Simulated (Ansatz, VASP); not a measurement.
**NiO2: VASP beside Ansatz**

Contents of POSCAR:

```
NiO2
1.0
    2.6125389453      0.0000000000      0.0000000000
   -1.3062694726      2.2625250950      0.0000000000
    0.0000000000      0.0000000000      5.2024197137
Ni O
1 2
Direct
    0.0000000000      0.0000000000      0.5000000000
    0.6666666667      0.3333333333      0.7038965371
    0.3333333333      0.6666666667      0.2961034629
```

Contents of INCAR.step1:

```
SYSTEM = NiO2
PREC = Accurate
ENCUT = 520
ISMEAR = 0
SIGMA = 0.05
LREAL = .FALSE.
LASPH = .TRUE.
NELM = 80
NBANDS = 18
GGA = PE
ALGO = Normal
EDIFF = 1E-4
LWAVE = .TRUE.
LCHARG = .FALSE.
```

File INCAR.step2:

```
SYSTEM = NiO2
PREC = Accurate
ENCUT = 520
EDIFF = 1E-7
ISMEAR = 0
SIGMA = 0.05
LREAL = .FALSE.
LASPH = .TRUE.
NELM = 80
ALGO = Normal
ISIF = 2
LWAVE = .FALSE.
LCHARG = .FALSE.
METAGGA = R2SCAN
LMIXTAU = .TRUE.
NBANDS = 18
ISTART = 1
```

The input KPOINTS:

```
Automatic mesh
0
G
  12 12 8
  0 0 0
```

Input for Ansatz:

```yaml
crystal:
  lattice:
    - [2.6125389453, 0.0, 0.0]
    - [-1.3062694726, 2.262525095, 0.0]
    - [0.0, 0.0, 5.2024197137]
  atoms:
    - { symbol: Ni, position: [0.0, 0.0, 0.5] }
    - { symbol: O, position: [0.6666666667, 0.3333333333, 0.7038965371] }
    - { symbol: O, position: [0.3333333333, 0.6666666667, 0.2961034629] }
basis:
  ecutwfc: 500
kpoints:
  mp_grid: { grid: [12, 12, 8] }
hamiltonian:
  xc: r2scan
scf:
  occupations: { method: gaussian, width: 0.05 }
output:
  forces: true
  stress: true
  eigenvalues: true
```

Alike in both runs: task single point; functional r2SCAN; k mesh 12 × 12 × 8; occupations gaussian, width 0.05 eV; no spin polarisation.

|  | VASP | Ansatz |
| --- | --- | --- |
| version | VASP 6.6.1 | Ansatz 0.2.0 |
| potentials or method | VASP PAW PBE potentials, release 64 (Ni, O), cutoff 520 eV | scalar-relativistic, plane waves, PAW |
| valence electrons in the cell | 22 | 30 |

```tsv
	VASP	Ansatz	Ansatz less VASP
gap on the k mesh at the Fermi level (eV)	1.77	1.84	+0.073
least direct gap on the mesh (eV)	1.90	1.96	+0.062
pressure (GPa)	12.6	10.8	-1.78
traceless stress, the component that is largest in VASP (GPa)	-22.74	-22.94	-0.197
rms of the force components (eV/Å)	0.401	0.494	+0.0934
```

VASP's potentials were made for PBE, not for r2SCAN. Atom by atom the forces differ by 0.093 eV/Å (rms over components). VASP's potentials hold 22 valence electrons a cell and Ansatz's 30, so a difference there can come from the potentials and not from the codes.
